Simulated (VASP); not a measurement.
# ScAs2 (Fm-3m) in VASP: further runs, part 2 of 2

VASP 6.6.1. The steps go on from the part before.

## Step 3: Single point, PBE

This run uses another cell than the first one, of 22.68 Å³/atom.

Input file INCAR:

```
SYSTEM = ScAs2
PREC     = Accurate       ! precision mode
ENCUT    = 520            ! plane-wave cutoff, eV
EDIFF    = 1E-7           ! SCF threshold, eV
ISMEAR   = 0              ! smearing method
SIGMA    = 0.1            ! smearing width, eV
LREAL    = .FALSE.        ! projectors in reciprocal space
LASPH    = .TRUE.         ! aspherical terms in the spheres
NELM     = 80             ! most SCF steps
ALGO     = Normal         ! electronic algorithm
ISIF     = 2              ! what is computed and relaxed
LWAVE    = .FALSE.        ! write WAVECAR
LCHARG   = .TRUE.         ! write CHGCAR
GGA      = PE             ! functional
LELF     = .TRUE.         ! ELF
LVHAR    = .TRUE.       
NBANDS   = 18             ! bands
```

Input file KPOINTS:

```
regular mesh
0
G
  6 6 6
  0 0 0
```

Input file POSCAR:

```
ScAs2
1.0
    0.0000000000      3.2404094927      3.2404094927
    3.2404094927      0.0000000000      3.2404094927
    3.2404094927      3.2404094927      0.0000000000
Sc As
1 2
Direct
    0.0000000000      0.0000000000      0.0000000000
    0.2500000000      0.2500000000      0.2500000000
    0.7500000000      0.7500000000      0.7500000000
```

Potentials or basis: VASP PAW PBE potentials, release 64 (Sc_sv, As).

Started as:

```bash
cat potpaw_PBE.64/Sc_sv/POTCAR potpaw_PBE.64/As/POTCAR > POTCAR
mpirun -np 1 vasp_std > vasp.out
```

OUTCAR:

```text
SYSTEM = ScAs2
   PREC = Accurate
   ENCUT = 520
   EDIFF = 1E-7
   ISMEAR = 0
   LREAL = .FALSE.
   LASPH = .TRUE.
   NELM = 80
   ISIF = 2
   GGA = PE

 ion  position               nearest neighbor table
   1  0.000  0.000  0.000-   3 2.81   3 2.81   3 2.81   2 2.81   3 2.81   2 2.81   2 2.81   2 2.81

   2  0.250  0.250  0.250-   1 2.81   1 2.81   1 2.81   1 2.81
   3  0.750  0.750  0.750-   1 2.81   1 2.81   1 2.81   1 2.81

  LATTYP: Found a face centered cubic cell.
 ALAT       =     6.4808189854

  Lattice vectors:

[... 516 lines left out ...]

  FORCE on cell =-STRESS in cart. coord.  units (eV):
  Direction    XX          YY          ZZ          XY          YZ          ZX
  --------------------------------------------------------------------------------------
  -------------------------------------------------------------------------------------
  Total        0.0210900      0.0210900      0.0210900      0.0000000      0.0000000      0.0000000
  in kB        0.4965427      0.4965427      0.4965427      0.0000000      0.0000000      0.0000000
  external PRESSURE =       0.4965427 kB  Pullay stress =       0.0000000 kB

 VOLUME and BASIS-vectors are now :
 -----------------------------------------------------------------------------
  energy-cutoff  :      520.00
  volume of cell :       68.05
      direct lattice vectors                 reciprocal lattice vectors
     0.000000000  3.240409493  3.240409493    -0.154301486  0.154301486  0.154301486
     3.240409493  0.000000000  3.240409493     0.154301486 -0.154301486  0.154301486
     3.240409493  3.240409493  0.000000000     0.154301486  0.154301486 -0.154301486

 POSITION                                       TOTAL-FORCE (eV/Angst)
 -----------------------------------------------------------------------------------
      0.00000      0.00000      0.00000        -0.000000      0.000000     -0.000000
      1.62020      1.62020      1.62020         0.000000      0.000000     -0.000000
      4.86061      4.86061      4.86061        -0.000000     -0.000000      0.000000
 -----------------------------------------------------------------------------------
    total drift:                               -0.000000      0.000000      0.000000

  FREE ENERGIE OF THE ION-ELECTRON SYSTEM (eV)
  ---------------------------------------------------
  free  energy   TOTEN  =       -16.8480396617 eV

  energy  without entropy=      -16.8241875554  energy(sigma->0) =      -16.83611361
```

stdout:

```text
POSCAR found type information on POSCAR ScAs
 POSCAR found :  2 types and       3 ions
 scaLAPACK will be used
 LDA part: xc-table for (Slater+PW92), standard interpolation
 POSCAR, INCAR and KPOINTS ok, starting setup
 FFT: planning ... GRIDC
 FFT: planning ... GRID_SOFT
 FFT: planning ... GRID
 WAVECAR not read
 entering main loop
```

Wall time 52 s (1 thread of AMD EPYC 7R13, shared host); peak memory 0.17 GiB.

Results:

* Free energy: -16.8480 eV
* Pressure: 0.0 GPa
* Band gap on the k mesh: zero (an odd number of electrons rules out a gap without spin polarisation)

## Step 4: Relaxation of cell and atoms, PBE

Input file INCAR:

```
ALGO = Normal
EDIFF = 1E-6
EDIFFG = -0.04
ENCUT = 600
GGA = PE
IBRION = 2
ISIF = 3
ISMEAR = 0
LASPH = T
LCHARG = F
LREAL = F
LWAVE = F
NELM = 60
NSW = 90
PREC = Accurate
SIGMA = 0.1
```

Input file KPOINTS:

```
k-points
0
Gamma
  6 6 6
```

Input file POSCAR:

```
ScAs2
1.0
    0.0000000000      3.1007184277      3.1007184277
    3.1007184277      0.0000000000      3.1007184277
    3.1007184277      3.1007184277      0.0000000000
Sc As
1 2
Direct
    0.0000000000      0.0000000000      0.0000000000
    0.2500000000      0.2500000000      0.2500000000
    0.7500000000      0.7500000000      0.7500000000
```

Started as:

```bash
cat potpaw_PBE.64/Sc_sv/POTCAR potpaw_PBE.64/As/POTCAR > POTCAR
mpirun -np 1 vasp_std > vasp.out
```

Run time: 2 min. Hardware: 1 thread of AMD EPYC 7R13, shared host; peak memory 0.19 GiB.

It converged, with:

```
Free energy                           : -16.8476 eV
Relaxed volume                        : 22.69 Å³/atom
Relaxed cell                          : a = 4.583 Å, b = 4.583 Å, c = 4.583 Å, α = 60.00°, β = 60.00°, γ = 60.00°
Space group after relaxing (to 0.1 Å) : Fm-3m (No. 225)
Energy gained by relaxing             : 91.4 meV/atom
Ionic steps                           : 3
Pressure after relaxing               : 0.0 GPa
Band gap on the k mesh                : zero (an odd number of electrons rules out a gap without spin polarisation)
```

Step by step:
```csv
step,energy change (eV),largest force (eV/Å),pressure (GPa),volume (Å³)
1,0.0000,0.0000,11.53,59.62
2,-0.2121,0.0000,-3.98,72.84
3,-0.2743,0.0000,0.02,68.08
```

Final structure:
```yaml
crystal:
  lattice:
    - [0.00000, 3.24095, 3.24095]
    - [3.24095, 0.00000, 3.24095]
    - [3.24095, 3.24095, 0.00000]
  atoms:
    - { symbol: Sc, position: [0.00000, 0.00000, 0.00000] }
    - { symbol: As, position: [0.25000, 0.25000, 0.25000] }
    - { symbol: As, position: [0.75000, 0.75000, 0.75000] }
```

Levels at points of the mesh, in eV from the Fermi level:
```csv
k point,band 7,band 8,band 9,band 10,band 11,band 12,band 13,band 14
"(0.00, 0.00, 0.00)",-3.37,-3.37,-3.37,1.15,1.15,1.29,1.29,1.29
"(0.50, 0.00, 0.00)",-2.54,-2.54,-1.88,-1.32,-1.31,-1.31,1.49,1.49
"(0.50, 0.50, 0.00)",-5.25,-3.39,-3.39,0.05,0.05,0.89,1.86,2.84
```

## Step 5: Single point, PBE

This run uses another cell than the first one, of 22.68 Å³/atom.

Input file INCAR:

```
SYSTEM = ScAs2
PREC = Accurate
ENCUT = 520
EDIFF = 1E-7
ISMEAR = 0
SIGMA = 0.1
LREAL = .False.
LASPH = .True.
NELM = 60
ALGO = Normal
ISIF = 2
LWAVE = .False.
LCHARG = .True.
GGA = PE
LELF = .True.
LVHAR = .True.
NBANDS = 18
```

Input file KPOINTS:

```
Automatic mesh
0
Gamma
  12 12 12
  0 0 0
```

Input file POSCAR:

```
ScAs2
1.0
    0.0000000000      3.2404094927      3.2404094927
    3.2404094927      0.0000000000      3.2404094927
    3.2404094927      3.2404094927      0.0000000000
Sc As
1 2
Direct
    0.0000000000      0.0000000000      0.0000000000
    0.2500000000      0.2500000000      0.2500000000
    0.7500000000      0.7500000000      0.7500000000
```

Started as:

```bash
cat potpaw_PBE.64/Sc_sv/POTCAR potpaw_PBE.64/As/POTCAR > POTCAR
mpirun -np 1 vasp_std > vasp.out
```

Run time: 2.6 min. Hardware: 1 thread of AMD EPYC 7R13, shared host; peak memory 0.22 GiB.

It converged, with:

```
Free energy            : -16.8658 eV
Pressure               : 0.1 GPa
Band gap on the k mesh : zero (an odd number of electrons rules out a gap without spin polarisation)
```

Levels at points of the mesh, in eV from the Fermi level:
```csv
k point,band 6,band 7,band 8,band 9,band 10,band 11,band 12,band 13,band 14,band 15
"(0.00, 0.00, 0.00)",-8.11,-3.30,-3.30,-3.30,1.19,1.19,1.37,1.37,1.37,4.53
"(0.50, 0.00, 0.00)",-10.39,-2.46,-2.46,-1.81,-1.24,-1.22,-1.22,1.53,1.53,2.84
"(0.50, 0.50, 0.00)",-9.71,-5.17,-3.31,-3.31,0.11,0.11,0.95,1.89,2.88,3.28
```

## Step 6: Relaxation of cell and atoms, PBE

This run uses another cell than the first one, of 22.68 Å³/atom.

Input file INCAR:

```
SYSTEM = ScAs2
  PREC = Accurate
  ENCUT = 600
  EDIFF = 1E-6
  ISMEAR = 0
  SIGMA = 0.1
  LREAL = .FALSE.
  LASPH = .TRUE.
  NELM = 60
  ALGO = Normal
  ISIF = 3
  LWAVE = .FALSE.
  LCHARG = .FALSE.
  GGA = PE
  IBRION = 2
  NSW = 100
  EDIFFG = -0.01
```

Input file KPOINTS:

```
regular mesh
0
G
  12 12 12
  0 0 0
```

POSCAR is that of step 5.

Potentials or basis: VASP PAW PBE potentials, release 64 (Sc_sv, As).

Started as:

```bash
cat potpaw_PBE.64/Sc_sv/POTCAR potpaw_PBE.64/As/POTCAR > POTCAR
mpirun -np 1 vasp_std > vasp.out
```

It took 3.6 min on 1 thread of AMD EPYC 7R13, shared host; peak memory 0.27 GiB.

Results (log left out):

| Item | Value |
| --- | --- |
| Free energy | -16.8662 eV |
| Relaxed volume | 22.75 Å³/atom |
| Relaxed cell | a = 4.587 Å, b = 4.587 Å, c = 4.587 Å, α = 60.00°, β = 60.00°, γ = 60.00° |
| Space group after relaxing (to 0.1 Å) | Fm-3m (No. 225) |
| Energy gained by relaxing | 0.0 meV/atom |
| Ionic steps | 2 |
| Pressure after relaxing | -0.1 GPa |
| Band gap on the k mesh | zero (an odd number of electrons rules out a gap without spin polarisation) |

Final structure:
```
Sc As
1.0
     0.00000    3.24365    3.24365
     3.24365    0.00000    3.24365
     3.24365    3.24365    0.00000
Sc As
1 2
Direct
  0.00000 0.00000 0.00000
  0.25000 0.25000 0.25000
  0.75000 0.75000 0.75000
```

Levels at points of the mesh, in eV from the Fermi level:
| k point | band 8 | band 9 | band 10 | band 11 | band 12 | band 13 |
| --- | --- | --- | --- | --- | --- | --- |
| (0.00, 0.00, 0.00) | -3.29 | -3.29 | 1.19 | 1.19 | 1.37 | 1.37 |
| (0.50, 0.00, 0.00) | -2.45 | -1.81 | -1.23 | -1.22 | -1.22 | 1.53 |
| (0.50, 0.50, 0.00) | -3.30 | -3.30 | 0.11 | 0.11 | 0.95 | 1.89 |

## Step 7: Overview

| task | cell | k mesh | cutoff (eV) | gap on the mesh (eV) | pressure (GPa) | relaxed volume (Å³/atom) |
| --- | --- | --- | --- | --- | --- | --- |
| single point | a = 4.385 Å, angles 60.0°, 3 atoms | 6 × 6 × 6 | 520 | none | 11.5 | - |
| single point | a = 4.583 Å, angles 60.0°, 3 atoms | 6 × 6 × 6 | 520 | none | 0.0 | - |
| relaxation of cell and atoms | relaxed from a = 4.385 Å, angles 60.0°, 3 atoms | 6 × 6 × 6 | 600 | none | 0.0 | 22.69 |
| single point | a = 4.583 Å, angles 60.0°, 3 atoms | 12 × 12 × 12 | 520 | none | 0.1 | - |
| relaxation of cell and atoms | relaxed from a = 4.583 Å, angles 60.0°, 3 atoms | 12 × 12 × 12 | 600 | none | -0.1 | 22.75 |

Alike in all rows: level PBE; potentials or basis VASP PAW PBE potentials, release 64 (Sc_sv, As); no spin polarisation; smearing gaussian 0.1 eV.

Caveats: the cell stands under pressure (at least some runs).

Absolute energies hang on the potentials; compare differences alone.
